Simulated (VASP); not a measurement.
# S (C2/m) in VASP: single point with PBE

Aim: the single point of S with PBE.

All numbers are computed with VASP 6.6.1; they aren't measurements. Logs are shortened: lines on timing, memory, paths and dates and some standing lists are left out, and cuts for length are marked.

**1. The cell of the first run**

It takes space group C2/m (No. 12, monoclinic). Conventional cell: a = 6.859 Å, b = 5.266 Å, c = 5.581 Å, α = 90.00°, β = 123.27°, γ = 90.00°. S (site symmetry 2/m) has 2 S at 2.24 Å within 3.0 Å. S (site symmetry m) has 2 S at 1.97 to 2.24 Å within 2.6 Å.

**2. Single point, PBE**

INCAR reads:

```
SYSTEM = S
PREC = Accurate
ENCUT = 520
EDIFF = 1E-7
ISMEAR = 0
SIGMA = 0.1
LREAL = .FALSE.
LASPH = .TRUE.
NELM = 60
ALGO = Normal
ISIF = 2
LWAVE = .FALSE.
LCHARG = .FALSE.
GGA = PE
NBANDS = 27
```

KPOINTS reads:

```
regular mesh
0
G
  8 8 8
  0 0 0
```

POSCAR reads:

```
S
1.0
    5.5679993706      0.0000000000     -0.3842905619
    0.0000000000      5.2664472679      0.0000000000
   -3.3587185854      0.0000000000      5.9799514810
S
6
Direct
    0.0000000000      0.0000000000      0.0000000000
    0.0000000000      0.5000000000      0.5000000000
    0.2952390890      0.5000184042      0.3748798822
    0.7047609110      0.0000184042      0.1251201178
    0.7047609110      0.4999815958      0.6251201178
    0.2952390890      0.9999815958      0.8748798822
```

Potentials or basis: VASP PAW PBE potentials, release 64 (S).

Run with:

```
$ cat potpaw_PBE.64/S/POTCAR > POTCAR
$ mpirun -np 1 vasp_std > vasp.out
```

OUTCAR:

```text
SYSTEM = S
   PREC = Accurate
   ENCUT = 520
   EDIFF = 1E-7
   ISMEAR = 0
   LREAL = .FALSE.
   LASPH = .TRUE.
   NELM = 60
   ISIF = 2
   GGA = PE

 ion  position               nearest neighbor table
   1  0.000  0.000  0.000-   4 2.24   6 2.24
   2  0.000  0.500  0.500-   3 2.24   5 2.24
   3  0.295  0.500  0.375-   5 1.97   2 2.24
   4  0.705  0.000  0.125-   6 1.97   1 2.24
   5  0.705  0.500  0.625-   3 1.97   2 2.24
   6  0.295  1.000  0.875-   4 1.97   1 2.24

  LATTYP: Found a simple monoclinic cell.
 ALAT       =     5.5812450427
 B/A-ratio  =     0.9435972131
 C/A-ratio  =     1.0778969854
 COS(beta)  =    -0.3023191966

  Lattice vectors:

 A1 = (   5.5679993706,   0.0000000000,  -0.3842905619)
 A2 = (   0.0000000000,  -5.2664472679,   0.0000000000)
 A3 = (  -2.2092807852,   0.0000000000,  -5.5956609191)

Analysis of symmetry for initial positions (statically):
=====================================================================
 Subroutine PRICEL returns:
 Original cell was already a primitive cell.

 Routine SETGRP: Setting up the symmetry group for a
 simple monoclinic supercell.

 Subroutine GETGRP returns: Found  4 space group operations
 (whereof  2 operations were pure point group operations)
 out of a pool of  4 trial point group operations.

The static configuration has the point symmetry S_2 .
 The point group associated with its full space group is C_2h.

Analysis of symmetry for dynamics (positions and initial velocities):
=====================================================================
 Subroutine PRICEL returns:
 Original cell was already a primitive cell.

 Routine SETGRP: Setting up the symmetry group for a
 simple monoclinic supercell.

 Subroutine GETGRP returns: Found  4 space group operations
 (whereof  2 operations were pure point group operations)
 out of a pool of  4 trial point group operations.

The dynamic configuration has the point symmetry S_2 .
 The point group associated with its full space group is C_2h.

 Subroutine INISYM returns: Found  4 space group operations
 (whereof  2 operations are pure point group operations),
 and found     1 'primitive' translations

----------------------------------------------------------------------------------------

                                     Primitive cell

  volume of cell :     168.5560

  direct lattice vectors                    reciprocal lattice vectors
     5.567999371  0.000000000 -0.384290562     0.186840540  0.000000000  0.104941453
     0.000000000  5.266447268  0.000000000     0.000000000  0.189881328  0.000000000
    -3.358718585  0.000000000  5.979951481     0.012006963  0.000000000  0.173969306

  length of vectors
     5.581245043  5.266447268  6.858630348     0.214294414  0.189881328  0.174383160

  position of ions in fractional coordinates (direct lattice)
     0.000000000  0.000000000  0.000000000
     0.000000000  0.500000000  0.500000000
     0.295239089  0.500018404  0.374879882
     0.704760911  0.000018404  0.125120118
     0.704760911  0.499981596  0.625120118
     0.295239089  0.999981596  0.874879882

  ion indices of the primitive-cell ions
   primitive index   ion index
                 1           1
                 2           2
                 3           3
                 4           4
                 5           5
                 6           6

----------------------------------------------------------------------------------------

 KPOINTS: regular mesh

Automatic generation of k-mesh.
 Grid dimensions read from file:
 generate k-points for:    8    8    8

 Generating k-lattice:

  Cartesian coordinates                     Fractional coordinates (reciprocal lattice)
     0.023355068  0.000000000  0.013117682     0.125000000  0.000000000  0.000000000
     0.000000000  0.023735166  0.000000000     0.000000000  0.125000000  0.000000000
     0.001500870  0.000000000  0.021746163     0.000000000  0.000000000  0.125000000

  Length of vectors
     0.026786802  0.023735166  0.021797895

  Shift w.r.t. Gamma in fractional coordinates (k-lattice)
     0.000000000  0.000000000  0.000000000

 Subroutine IBZKPT returns following result:
 ===========================================

 Found    170 irreducible k-points:

 Following reciprocal coordinates:
            Coordinates               Weight
  0.000000  0.000000  0.000000      1.000000
  0.125000  0.000000  0.000000      2.000000
  0.250000  0.000000  0.000000      2.000000
  0.375000  0.000000  0.000000      2.000000
  0.500000  0.000000  0.000000      1.000000
  0.000000  0.125000  0.000000      2.000000
[... 16 lines left out ...]
  0.250000  0.500000  0.000000      2.000000
  0.375000  0.500000  0.000000      2.000000
 [... further k-points ...]
   k-points           NKPTS =    170   k-points in BZ     NKDIM =    170   number of bands    NBANDS=     27
   number of dos      NEDOS =    301   number of ions     NIONS =      6
   total plane-waves  NPLWV =  90720
   dimension x,y,z NGX =    42 NGY =   40 NGZ =   54
   dimension x,y,z NGXF=    84 NGYF=   80 NGZF=  108
   ions per type =               6
   NGX,Y,Z   is equivalent  to a cutoff of  12.51, 12.63, 13.09 a.u.
   NGXF,Y,Z  is equivalent  to a cutoff of  25.02, 25.25, 26.18 a.u.
 SYSTEM =  S
   PREC   = accura    normal or accurate (medium, high low for compatibility)
   ISTART =      0    job   : 0-new  1-cont  2-samecut
   ICHARG =      2    charge: 1-file 2-atom 10-const
   ISPIN  =      1    spin polarized calculation?
   LNONCOLLINEAR =      F non collinear calculations
   LSORBIT =      F    spin-orbit coupling
   LASPH  =      T    aspherical Exc in radial PAW
   ENCUT  =  520.0 eV  38.22 Ry    6.18 a.u.  10.38  9.79 12.75*2*pi/ulx,y,z
   NELM   =     60;   NELMIN=  2; NELMDL= -5     # of ELM steps
   EDIFF  = 0.1E-06   stopping-criterion for ELM
   LREAL  =      F    real-space projection
   EDIFFG = 0.1E-05   stopping-criterion for IOM
   NSW    =      0    number of steps for IOM
   IBRION =     -1    ionic relax: 0-MD 1-quasi-New 2-CG
   NFREE  =      0    steps in history (QN), initial steepest desc. (CG)
   ISIF   =      2    stress and relaxation
   ISYM   =      2    0-nonsym 1-usesym 2-fastsym
   POTIM  = 0.5000    time-step for ionic-motion
   TEBEG  =    0.0;   TEEND  =   0.0 temperature during run
   PSTRESS=    0.0 pullay stress
   NELECT =      36.0000    total number of electrons
   NUPDOWN=      -1.0000    fix difference up-down
   EMIN   =  10.00;   EMAX   =-10.00  energy-range for DOS
   EFERMI =   0.00;   METHOD = LEGACY
   ISMEAR =     0;   SIGMA  =   0.10  broadening in eV -4-tet -1-fermi 0-gaus
   EFERMI_NEDOS =   21; number of points for ismear=-14 and -15
   IALGO  =     38    algorithm
   IMIX   =      4    mixing-type and parameters
     AMIX     =   0.40;   BMIX     =  1.00
     AMIX_MAG =   1.60;   BMIX_MAG =  1.00
  volume/ion in A,a.u.               =      28.09       189.58
  Fermi-wavevector in a.u.,A,eV,Ry     =   0.978575  1.849239 13.029069  0.957610
  Thomas-Fermi vector in A             =   2.109361
   LORBIT       =      0    0 simple, 1 ext, 2 COOP (PROOUT), +10 PAW based schemes
   GGA     = PE    functional components
   LHFCALC =     F    Hartree Fock is set to
   AEXX    =    0.0000 exact exchange contribution
   IVDW    =     0    specifies the selected vdW correction
   LEPSILON=     F    determine dielectric tensor
   LRPA    =     F    only Hartree local field effects (RPA)
 non-spin polarized calculation
 Gauss-broadening in eV      SIGMA  =   0.10
  energy-cutoff  :      520.00
  volume of cell :      168.56
 maximum number of plane-waves:      4566
 NGX is ok and might be reduce to    42
   NGX = 21   NGY = 19   NGZ = 25

 number of electron      36.0000007 magnetization

 Free energy of the ion-electron system (eV)
  ---------------------------------------------------
  ext. energy  EPLUGINS =         0.00000000
  ---------------------------------------------------
  free energy    TOTEN  =       -22.14579907 eV

  energy without entropy =      -22.12164054  energy(sigma->0) =      -22.13371980

 E-fermi :   1.6148     XC(G=0):  -7.8371

 val. band max:        1.6123638953   @ k =  -0.3750   0.0000   0.1250
 cond. band min:       1.6173443585   @ k =   0.3750   0.0000   0.0000
 fundamental gap:      0.0049804632
 Fermi energy:         1.6148336857

 k-point     1 :       0.0000    0.0000    0.0000
  band No.  band energies     occupation
      1     -14.5356      2.00000
      2     -14.1900      2.00000
      3     -10.2686      2.00000
      4     -10.1074      2.00000
      5      -9.9750      2.00000
      6      -9.6815      2.00000
[... 19 lines left out ...]
     26       6.9409      0.00000
     27       7.8275      0.00000

 k-point     2 :       0.1250    0.0000    0.0000
  band No.  band energies     occupation
      1     -14.4811      2.00000
      2     -14.1677      2.00000
      3     -10.7883      2.00000
      4     -10.7758      2.00000
      5      -9.3928      2.00000
      6      -8.9430      2.00000
[... 19 lines left out ...]
     26       7.4441      0.00000
     27       8.0078      0.00000

 k-point     3 :       0.2500    0.0000    0.0000
  band No.  band energies     occupation
      1     -14.3299      2.00000
      2     -14.1098      2.00000
      3     -11.5319      2.00000
      4     -11.2857      2.00000
      5      -8.6713      2.00000
      6      -8.0447      2.00000
[... 594 lines left out ...]
      1     -14.2111      2.00000
      2     -14.2111      2.00000
      3     -11.4121      2.00000
      4     -11.4121      2.00000
      5      -8.3692      2.00000
      6      -8.3692      2.00000
[... 19 lines left out ...]
     26       8.7823      0.00000
     27       9.2082      0.00000

 k-point    24 :       0.3750    0.5000    0.0000
  band No.  band energies     occupation
      1     -14.0800      2.00000
      2     -14.0800      2.00000
      3     -11.8671      2.00000
      4     -11.8671      2.00000
      5      -7.7051      2.00000
      6      -7.7051      2.00000
[... 19 lines left out ...]
     26       8.9721      0.00000
     27       9.2827      0.00000

 [... further k-points ...]

------------------------ aborting loop because EDIFF is reached ----------------------------------------

  FORCE on cell =-STRESS in cart. coord.  units (eV):
  Direction    XX          YY          ZZ          XY          YZ          ZX
  --------------------------------------------------------------------------------------
  -------------------------------------------------------------------------------------
  Total       -0.6159144     -0.0120901     -0.3316720      0.0000000      0.0000000     -0.2493434
  in kB       -5.8544578     -0.1149199     -3.1526456      0.0000000      0.0000000     -2.3700863
  external PRESSURE =      -3.0406744 kB  Pullay stress =       0.0000000 kB

 VOLUME and BASIS-vectors are now :
 -----------------------------------------------------------------------------
  energy-cutoff  :      520.00
  volume of cell :      168.56
      direct lattice vectors                 reciprocal lattice vectors
     5.567999371  0.000000000 -0.384290562     0.186840540  0.000000000  0.104941453
     0.000000000  5.266447268  0.000000000     0.000000000  0.189881328  0.000000000
    -3.358718585  0.000000000  5.979951481     0.012006963  0.000000000  0.173969306

 POSITION                                       TOTAL-FORCE (eV/Angst)
 -----------------------------------------------------------------------------------
      0.00000      0.00000      0.00000        -0.000000      0.000000     -0.000000
     -1.67936      2.63322      2.98998        -0.000000      0.000000     -0.000000
      0.38478      2.63332      2.12831         0.112102     -0.000069      0.114824
      3.50387      0.00010      0.47738        -0.112102     -0.000069     -0.114824
      1.82451      2.63313      3.46736        -0.112102      0.000069     -0.114824
     -1.29458      5.26635      5.11828         0.112102      0.000069      0.114824
 -----------------------------------------------------------------------------------
    total drift:                                0.000000      0.000000     -0.000000

  FREE ENERGIE OF THE ION-ELECTRON SYSTEM (eV)
  ---------------------------------------------------
  free  energy   TOTEN  =       -22.1457990687 eV

  energy  without entropy=      -22.1216405356  energy(sigma->0) =      -22.13371980
```

Run time: 9.7 min. Hardware: 1 thread of Intel Xeon Platinum 8488C (Sapphire Rapids), shared host; peak memory 0.63 GiB.

Results:

| Item | Value |
| --- | --- |
| Free energy | -22.1458 eV |
| Pressure | -0.3 GPa |
| Largest force | 0.160 eV/Å |
| Band gap on the k mesh | zero (bands 18 and 19 overlap by 0.67 eV) |

Forces on the atoms (eV/Å):
```
S    0.000  0.000  0.000
S    0.000  0.000  0.000
S    0.112  0.000  0.115
S   -0.112  0.000 -0.115
S   -0.112  0.000 -0.115
S    0.112  0.000  0.115
```

Stress tensor (GPa, compression positive):
```
-0.59  0.00 -0.24
 0.00 -0.01  0.00
-0.24  0.00 -0.32
```
